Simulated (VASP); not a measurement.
# Ga (Cmcm) in VASP: notebook, part 2 of 2

VASP 6.6.1. The steps go on from the part before.

## (3) Electric field gradients, LDA (19.81 Å³/atom)

INCAR

```
ALGO = Normal ; EDIFF = 1E-8
ENCUT = 520 ; GGA = CA
ISIF = 2 ; ISMEAR = -1
LASPH = T ; LCHARG = F
LEFG = T ; LREAL = F
LWAVE = F ; NBANDS = 20
NELM = 80 ; PREC = Accurate
SIGMA = 0.08
```

KPOINTS

```
k-points
0
Gamma
  12 12 10
```

POSCAR

```
Ga
1.0
    1.4784385925     -4.1447261232      0.0000000000
    1.4784385925      4.1447261232      0.0000000000
    0.0000000000      0.0000000000      3.2321726471
Ga
2
Direct
    0.8670000000      0.1330000000      0.2500000000
    0.1330000000      0.8670000000      0.7500000000
```

Potentials or basis: VASP PAW LDA potentials, release 64 (Ga_d).

Launch:

```bash
$ cat potpaw_LDA.64/Ga_d/POTCAR > POTCAR
$ mpirun -np 1 vasp_std > vasp.out
```

OUTCAR:

```text
EDIFF = 1E-8
   ENCUT = 520
   GGA = CA
   ISIF = 2
   ISMEAR = -1
   LASPH = T
   LREAL = F
   NELM = 80
   PREC = Accurate

 ion  position               nearest neighbor table
   1  0.867  0.133  0.250-   2 2.73   2 2.73
   2  0.133  0.867  0.750-   1 2.73   1 2.73

  LATTYP: Found a base centered orthorhombic cell.
 ALAT       =     2.9568771850
 B/A-ratio  =     2.8034482759
 C/A-ratio  =     1.0931034483

  Lattice vectors:

 A1 = (   1.4784385925,  -4.1447261232,   0.0000000000)
 A2 = (   1.4784385925,   4.1447261232,   0.0000000000)
 A3 = (   0.0000000000,   0.0000000000,   3.2321726471)

Analysis of symmetry for initial positions (statically):
=====================================================================
 Subroutine PRICEL returns:
 Original cell was already a primitive cell.

 Routine SETGRP: Setting up the symmetry group for a
 base centered orthorhombic supercell.

 Subroutine GETGRP returns: Found  8 space group operations
 (whereof  4 operations were pure point group operations)
 out of a pool of  8 trial point group operations.

The static configuration has the point symmetry C_2h.
 The point group associated with its full space group is D_2h.

Analysis of symmetry for dynamics (positions and initial velocities):
=====================================================================
 Subroutine PRICEL returns:
 Original cell was already a primitive cell.

 Routine SETGRP: Setting up the symmetry group for a
 base centered orthorhombic supercell.

 Subroutine GETGRP returns: Found  8 space group operations
 (whereof  4 operations were pure point group operations)
 out of a pool of  8 trial point group operations.

The dynamic configuration has the point symmetry C_2h.
 The point group associated with its full space group is D_2h.

 Subroutine INISYM returns: Found  8 space group operations
 (whereof  4 operations are pure point group operations),
 and found     1 'primitive' translations

----------------------------------------------------------------------------------------

                                     Primitive cell

  volume of cell :      39.6117

  direct lattice vectors                    reciprocal lattice vectors
     1.478438593 -4.144726123  0.000000000     0.338194635 -0.120635233  0.000000000
     1.478438593  4.144726123  0.000000000     0.338194635  0.120635233  0.000000000
     0.000000000  0.000000000  3.232172647     0.000000000  0.000000000  0.309389414

  length of vectors
     4.400515346  4.400515346  3.232172647     0.359066109  0.359066109  0.309389414

  position of ions in fractional coordinates (direct lattice)
     0.867000000  0.133000000  0.250000000
     0.133000000  0.867000000  0.750000000

  ion indices of the primitive-cell ions
   primitive index   ion index
                 1           1
                 2           2

----------------------------------------------------------------------------------------

 KPOINTS: k-points

[... 73 lines left out ...]
   ISIF   =      2    stress and relaxation
   ISYM   =      2    0-nonsym 1-usesym 2-fastsym
   POTIM  = 0.5000    time-step for ionic-motion
   TEBEG  =    0.0;   TEEND  =   0.0 temperature during run
   PSTRESS=    0.0 pullay stress
   NELECT =      26.0000    total number of electrons
   NUPDOWN=      -1.0000    fix difference up-down
   EMIN   =  10.00;   EMAX   =-10.00  energy-range for DOS
   EFERMI =   0.00;   METHOD = LEGACY
   ISMEAR =    -1;   SIGMA  =   0.08  broadening in eV -4-tet -1-fermi 0-gaus
   EFERMI_NEDOS =   21; number of points for ismear=-14 and -15
   IALGO  =     38    algorithm
   IMIX   =      4    mixing-type and parameters
     AMIX     =   0.40;   BMIX     =  1.00
     AMIX_MAG =   1.60;   BMIX_MAG =  1.00
  volume/ion in A,a.u.               =      19.81       133.66
  Fermi-wavevector in a.u.,A,eV,Ry     =   1.422737  2.688584 27.540661  2.024181
  Thomas-Fermi vector in A             =   2.543409
   LORBIT       =      0    0 simple, 1 ext, 2 COOP (PROOUT), +10 PAW based schemes
   GGA     = CA    functional components
   LHFCALC =     F    Hartree Fock is set to
   AEXX    =    0.0000 exact exchange contribution
   IVDW    =     0    specifies the selected vdW correction
   LEPSILON=     F    determine dielectric tensor
   LRPA    =     F    only Hartree local field effects (RPA)
 non-spin polarized calculation
  energy-cutoff  :      520.00
  volume of cell :       39.61
 maximum number of plane-waves:      1092
 NGX is ok and might be reduce to    36
   NGX = 17   NGY = 17   NGZ = 13

 number of electron      26.0000016 magnetization

 Free energy of the ion-electron system (eV)
  ---------------------------------------------------
  ext. energy  EPLUGINS =         0.00000000
  ---------------------------------------------------
  free energy    TOTEN  =        -7.04038819 eV

  energy without entropy =       -7.02200402  energy(sigma->0) =       -7.03119611

 E-fermi :   4.8438     XC(G=0): -11.0374

 val. band max:        4.8417206069   @ k =   0.1667   0.1667   0.2000
 cond. band min:       4.8462844347   @ k =   0.5000   0.0833   0.4000
 fundamental gap:      0.0045638279
 Fermi energy:         4.8438008268

 k-point     1 :       0.0000    0.0000    0.0000
  band No.  band energies     occupation
      1     -10.3265      2.00000
      2     -10.3122      2.00000
      3     -10.2513      2.00000
      4     -10.2321      2.00000
      5     -10.0728      2.00000
      6     -10.0612      2.00000
[... 541 lines left out ...]
     19      14.9688      0.00000
     20      17.0713      0.00000

 [... further k-points ...]

------------------------ aborting loop because EDIFF is reached ----------------------------------------

  FORCE on cell =-STRESS in cart. coord.  units (eV):
  Direction    XX          YY          ZZ          XY          YZ          ZX
  --------------------------------------------------------------------------------------
  -------------------------------------------------------------------------------------
  Total       -1.8640271     -1.3022992     -1.2402883      0.0000000      0.0000000      0.0000000
  in kB      -75.3944084    -52.6741666    -50.1660083      0.0000000      0.0000000      0.0000000
  external PRESSURE =     -59.4115277 kB  Pullay stress =       0.0000000 kB

 VOLUME and BASIS-vectors are now :
 -----------------------------------------------------------------------------
  energy-cutoff  :      520.00
  volume of cell :       39.61
      direct lattice vectors                 reciprocal lattice vectors
     1.478438593 -4.144726123  0.000000000     0.338194635 -0.120635233  0.000000000
     1.478438593  4.144726123  0.000000000     0.338194635  0.120635233  0.000000000
     0.000000000  0.000000000  3.232172647     0.000000000  0.000000000  0.309389414

 POSITION                                       TOTAL-FORCE (eV/Angst)
 -----------------------------------------------------------------------------------
      1.47844     -3.04223      0.80804         0.000000      0.149452     -0.000000
      1.47844      3.04223      2.42413         0.000000     -0.149452      0.000000
 -----------------------------------------------------------------------------------
    total drift:                                0.000000     -0.000000     -0.000000

  FREE ENERGIE OF THE ION-ELECTRON SYSTEM (eV)
  ---------------------------------------------------
  free  energy   TOTEN  =        -7.0403881889 eV

  energy  without entropy=       -7.0220040238  energy(sigma->0) =       -7.03119611

 Electric field gradients (V/A^2)
---------------------------------------------------------------------
 ion       V_xx      V_yy      V_zz      V_xy      V_xz      V_yz
---------------------------------------------------------------------
   1      10.454   -25.974    15.520    -0.000     0.000    -0.000
   2      10.454   -25.974    15.520    -0.000    -0.000     0.000
---------------------------------------------------------------------

 Electric field gradients after diagonalization (V/A^2)
 (convention: |V_zz| > |V_xx| > |V_yy|)
----------------------------------------------------------------------
 ion       V_xx      V_yy      V_zz     asymmetry (V_yy - V_xx)/ V_zz
----------------------------------------------------------------------
   1      15.520    10.454   -25.974       0.195
   2      15.520    10.454   -25.974       0.195
----------------------------------------------------------------------

           NMR quadrupolar parameters

 Cq : quadrupolar parameter    Cq=e*Q*V_zz/h
 eta: asymmetry parameters     (V_yy - V_xx)/ V_zz
 Q  : nuclear electric quadrupole moment in mb (millibarn)
----------------------------------------------------------------------
 ion       Cq(MHz)       eta       Q (mb)
----------------------------------------------------------------------
   1      -0.063       0.195       1.000
   2      -0.063       0.195       1.000
----------------------------------------------------------------------
```

Wall time 2.3 min (1 thread of Intel Xeon Platinum 8259CL at 2.50GHz (Skylake/Cascade Lake), shared host); peak memory 0.28 GiB.

What came out:

- Free energy: -7.0404 eV
- Pressure: -5.9 GPa
- Largest force: 0.149 eV/Å
- Band gap on the k mesh: zero (bands 13 and 14 overlap by 8.83 eV)
- Largest electric field gradient by atom: Ga -26.0 V/Å²

Forces on the atoms (eV/Å):
```
Ga   0.000  0.149  0.000
Ga   0.000 -0.149  0.000
```

Stress tensor (GPa, compression positive):
```
-7.54  0.00  0.00
 0.00 -5.27  0.00
 0.00  0.00 -5.02
```

Levels at points of the mesh, in eV from the Fermi level:
| k point | band 9 | band 10 | band 11 | band 12 | band 13 | band 14 | band 15 | band 16 | band 17 | band 18 |
| --- | --- | --- | --- | --- | --- | --- | --- | --- | --- | --- |
| (0.00, 0.00, 0.00) | -14.86 | -14.72 | -10.79 | -2.07 | -1.79 | 2.79 | 6.51 | 7.44 | 8.34 | 10.01 |
| (0.50, 0.00, 0.00) | -14.78 | -14.77 | -6.57 | -5.15 | -1.59 | -0.51 | 6.09 | 6.34 | 8.44 | 8.85 |
| (0.50, 0.50, 0.00) | -14.83 | -14.78 | -8.86 | -8.25 | 4.91 | 5.53 | 5.59 | 6.59 | 6.74 | 9.17 |
| (0.00, 0.00, 0.50) | -14.80 | -14.80 | -7.15 | -7.15 | 1.83 | 1.83 | 2.34 | 2.34 | 9.72 | 9.72 |
| (0.50, 0.00, 0.50) | -14.77 | -14.77 | -3.09 | -3.09 | -1.51 | -1.51 | 1.82 | 1.82 | 4.17 | 4.17 |
| (0.50, 0.50, 0.50) | -14.84 | -14.84 | -5.54 | -5.54 | -3.92 | -3.92 | 9.08 | 9.08 | 10.80 | 10.80 |

Electric field gradients, principal values (V/Å²):
| atom | least | middle | greatest (by size) |
| --- | --- | --- | --- |
| 1 Ga | 10.454 | 15.520 | -25.974 |
| 2 Ga | 10.454 | 15.520 | -25.974 |

Caveat: the cell stands under tension; without QUAD_EFG the Cq values of the log hold for a quadrupole moment of 1 mb, not for the nuclei.

## (4) Electric field gradients, LDA (17.56 Å³/atom)

This run uses another cell than the first one, of 17.56 Å³/atom.

INCAR

```
SYSTEM = Ga
  PREC = Accurate
  ENCUT = 520
  EDIFF = 1E-8
  ISMEAR = -1
  SIGMA = 0.08
  LREAL = .FALSE.
  LASPH = .TRUE.
  NELM = 80
  ALGO = Normal
  ISIF = 2
  LWAVE = .FALSE.
  LCHARG = .FALSE.
  LEFG = .TRUE.
  NBANDS = 20
```

KPOINTS

```
regular mesh
0
G
  12 12 10
  0 0 0
```

POSCAR

```
Ga
1.0
    1.4203998576     -3.9820175319      0.0000000000
    1.4203998576      3.9820175319      0.0000000000
    0.0000000000      0.0000000000      3.1052879646
Ga
2
Direct
    0.8670000000      0.1330000000      0.2500000000
    0.1330000000      0.8670000000      0.7500000000
```

Potentials or basis: VASP PAW LDA potentials, release 64 (Ga_d).

Launch:

```bash
$ cat potpaw_LDA.64/Ga_d/POTCAR > POTCAR
$ mpirun -np 1 vasp_std > vasp.out
```

OUTCAR:

```text
SYSTEM = Ga
   PREC = Accurate
   ENCUT = 520
   EDIFF = 1E-8
   ISMEAR = -1
   LREAL = .FALSE.
   LASPH = .TRUE.
   NELM = 80
   ISIF = 2

 ion  position               nearest neighbor table
   1  0.867  0.133  0.250-   2 2.63   2 2.63   2 2.81   2 2.81   2 2.81   2 2.81
   2  0.133  0.867  0.750-   1 2.63   1 2.63   1 2.81   1 2.81   1 2.81   1 2.81

  LATTYP: Found a base centered orthorhombic cell.
 ALAT       =     2.8407997152
 B/A-ratio  =     2.8034482759
 C/A-ratio  =     1.0931034483

  Lattice vectors:

 A1 = (   1.4203998576,  -3.9820175319,   0.0000000000)
 A2 = (   1.4203998576,   3.9820175319,   0.0000000000)
 A3 = (   0.0000000000,   0.0000000000,   3.1052879646)

Analysis of symmetry for initial positions (statically):
=====================================================================
 Subroutine PRICEL returns:
 Original cell was already a primitive cell.

 Routine SETGRP: Setting up the symmetry group for a
 base centered orthorhombic supercell.

 Subroutine GETGRP returns: Found  8 space group operations
 (whereof  4 operations were pure point group operations)
 out of a pool of  8 trial point group operations.

The static configuration has the point symmetry C_2h.
 The point group associated with its full space group is D_2h.

Analysis of symmetry for dynamics (positions and initial velocities):
=====================================================================
 Subroutine PRICEL returns:
 Original cell was already a primitive cell.

 Routine SETGRP: Setting up the symmetry group for a
 base centered orthorhombic supercell.

 Subroutine GETGRP returns: Found  8 space group operations
 (whereof  4 operations were pure point group operations)
[... 159 lines left out ...]
      1      -9.3910      2.00000
      2      -9.3575      2.00000
      3      -9.2767      2.00000
      4      -9.2664      2.00000
      5      -9.0400      2.00000
      6      -9.0189      2.00000
[... 541 lines left out ...]
     19      17.2340      0.00000
     20      19.1862      0.00000

 [... further k-points ...]

------------------------ aborting loop because EDIFF is reached ----------------------------------------

  FORCE on cell =-STRESS in cart. coord.  units (eV):
  Direction    XX          YY          ZZ          XY          YZ          ZX
  --------------------------------------------------------------------------------------
  -------------------------------------------------------------------------------------
  Total       -0.6760105      0.0799943      0.2623679      0.0000000      0.0000000      0.0000000
  in kB      -30.8331828      3.6485821     11.9667335      0.0000000      0.0000000      0.0000000
  external PRESSURE =      -5.0726224 kB  Pullay stress =       0.0000000 kB

 VOLUME and BASIS-vectors are now :
 -----------------------------------------------------------------------------
  energy-cutoff  :      520.00
  volume of cell :       35.13
      direct lattice vectors                 reciprocal lattice vectors
     1.420399858 -3.982017532  0.000000000     0.352013553 -0.125564490  0.000000000
     1.420399858  3.982017532  0.000000000     0.352013553  0.125564490  0.000000000
     0.000000000  0.000000000  3.105287965     0.000000000  0.000000000  0.322031326

 POSITION                                       TOTAL-FORCE (eV/Angst)
 -----------------------------------------------------------------------------------
      1.42040     -2.92280      0.77632         0.000000      0.214437      0.000000
      1.42040      2.92280      2.32897         0.000000     -0.214437     -0.000000
 -----------------------------------------------------------------------------------
    total drift:                                0.000000      0.000000     -0.000000

  FREE ENERGIE OF THE ION-ELECTRON SYSTEM (eV)
  ---------------------------------------------------
  free  energy   TOTEN  =        -7.1398562265 eV

  energy  without entropy=       -7.1236287826  energy(sigma->0) =       -7.13174250

 Electric field gradients (V/A^2)
---------------------------------------------------------------------
 ion       V_xx      V_yy      V_zz      V_xy      V_xz      V_yz
---------------------------------------------------------------------
   1      10.576   -28.997    18.420    -0.000     0.000    -0.000
   2      10.576   -28.997    18.420     0.000     0.000     0.000
---------------------------------------------------------------------

 Electric field gradients after diagonalization (V/A^2)
 (convention: |V_zz| > |V_xx| > |V_yy|)
----------------------------------------------------------------------
 ion       V_xx      V_yy      V_zz     asymmetry (V_yy - V_xx)/ V_zz
----------------------------------------------------------------------
   1      18.420    10.576   -28.997       0.271
   2      18.420    10.576   -28.997       0.271
----------------------------------------------------------------------

           NMR quadrupolar parameters

 Cq : quadrupolar parameter    Cq=e*Q*V_zz/h
 eta: asymmetry parameters     (V_yy - V_xx)/ V_zz
 Q  : nuclear electric quadrupole moment in mb (millibarn)
----------------------------------------------------------------------
 ion       Cq(MHz)       eta       Q (mb)
----------------------------------------------------------------------
   1      -0.070       0.271       1.000
   2      -0.070       0.271       1.000
----------------------------------------------------------------------
```

stdout:

```text
POSCAR found type information on POSCAR Ga
 POSCAR found :  1 types and       2 ions
 scaLAPACK will be used
 LDA part: xc-table for (Slater(with rela. corr.)+CA(PZ))
 , standard interpolation
 POSCAR, INCAR and KPOINTS ok, starting setup
 FFT: planning ... GRIDC
 FFT: planning ... GRID_SOFT
 FFT: planning ... GRID
 WAVECAR not read
 entering main loop
ion   1

ion   2
```

Wall time 82 s (1 thread of AMD EPYC 9R45 (Zen 5), shared host); peak memory 0.22 GiB.

What came out:

```yaml
Free_energy: -7.1399 eV
Pressure: -0.5 GPa
Largest_force: 0.214 eV/Å
Band_gap_on_the_k_mesh: zero (bands 13 and 14 overlap by 9.80 eV)
Largest_electric_field_gradient_by_atom: Ga -29.0 V/Å²
```

Forces in eV/Å, atoms in the order of the input:
```
Ga   0.000  0.214  0.000
Ga   0.000 -0.214  0.000
```

Electric field gradients, principal values (V/Å²):
```csv
atom,least,middle,greatest (by size)
1 Ga,10.576,18.420,-28.997
2 Ga,10.576,18.420,-28.997
```

Caveat: without QUAD_EFG the Cq values of the log hold for a quadrupole moment of 1 mb, not for the nuclei.

The gap in the log of VASP goes by the Fermi energy; the results here count the filled bands.